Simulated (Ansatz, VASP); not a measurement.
**Two plane-wave programs on CdTe**

The input POSCAR:

```
CdTe
1.0
    0.0000000000      3.2050000000      3.2050000000
    3.2050000000      0.0000000000      3.2050000000
    3.2050000000      3.2050000000      0.0000000000
Te Cd
1 1
Direct
    0.7500000000      0.7500000000      0.7500000000
    0.0000000000      0.0000000000      0.0000000000
```

File INCAR.step1:

```
ALGO = Normal ; EDIFF = 1E-5
ENCUT = 600 ; GGA = PE
ISMEAR = -1 ; LASPH = True
LCHARG = False ; LREAL = False
LWAVE = True ; NBANDS = 16
NELM = 60 ; PREC = Accurate
SIGMA = 0.05
```

The input INCAR.step2:

```
AEXX = 0.25 ; ALGO = Normal
EDIFF = 1E-7 ; EDIFFG = -0.01
ENCUT = 600 ; GGA = PS
HFSCREEN = 0.207 ; IBRION = 2
ISIF = 3 ; ISMEAR = -1
ISTART = 1 ; LASPH = True
LCHARG = False ; LHFCALC = True
LREAL = False ; LWAVE = False
NELM = 60 ; NSW = 60
PREC = Accurate ; PRECFOCK = Normal
SIGMA = 0.05
```

KPOINTS

```
k-points
0
Gamma
  4 4 4
```

Contents of input.yaml:

```yaml
crystal:
  lattice:
    - [0.0, 3.205, 3.205]
    - [3.205, 0.0, 3.205]
    - [3.205, 3.205, 0.0]
  atoms:
    - { symbol: Te, position: [0.75, 0.75, 0.75] }
    - { symbol: Cd, position: [0.0, 0.0, 0.0] }
hamiltonian:
  xc:
    exchange: hjs_pbesol
    correlation: pbesol
    exx: { coeff: 0.25, omega: 0.207 }
  pseudopotentials: { kind: paw }
kpoints:
  mp_grid: { grid: [4, 4, 4] }
scf:
  occupations: { method: fermi_dirac, width: 0.05 }
output:
  forces: true
  stress: true
  eigenvalues: true
relax:
  f_tol: 0.01
  max_steps: 40
  cell: { stress_tol: 0.05 }
```

Alike in both runs: task relaxation of cell and atoms; functional PBEsol-based screened hybrid; k mesh 4 × 4 × 4; occupations fermi-dirac, width 0.05 eV; no spin polarisation.

```csv
,VASP,Ansatz
version,VASP 6.6.1,Ansatz 0.2.0
potentials or method,"VASP PAW PBE potentials, release 64 (Te, Cd)",Ansatz PAW
plane-wave cutoff (eV),600,420
valence electrons in the cell,18,36
```

|  | VASP | Ansatz | Ansatz less VASP |
| --- | --- | --- | --- |
| gap on the k mesh at the Fermi level, each at its own relaxed structure (eV) | 1.42 | 1.51 | +0.087 |
| relaxed volume (Å³/atom) | 34.13 | 34.13 | +0.003 |
| relaxed cell length with the largest relative difference (Å) | 4.587 | 4.587 | +0.0001 |

VASP's potentials were made for PBE, not for PBEsol-based screened hybrid. VASP's potentials hold 18 valence electrons a cell and Ansatz's 36, so a difference there can come from the potentials and not from the codes.

The k mesh is coarse, so the values compare programs but aren't converged. Spin-orbit coupling is off throughout. Noted on Ansatz's run: the plane-wave basis is chosen anew once the cell has moved, so the energies of steps on either side of that aren't comparable.
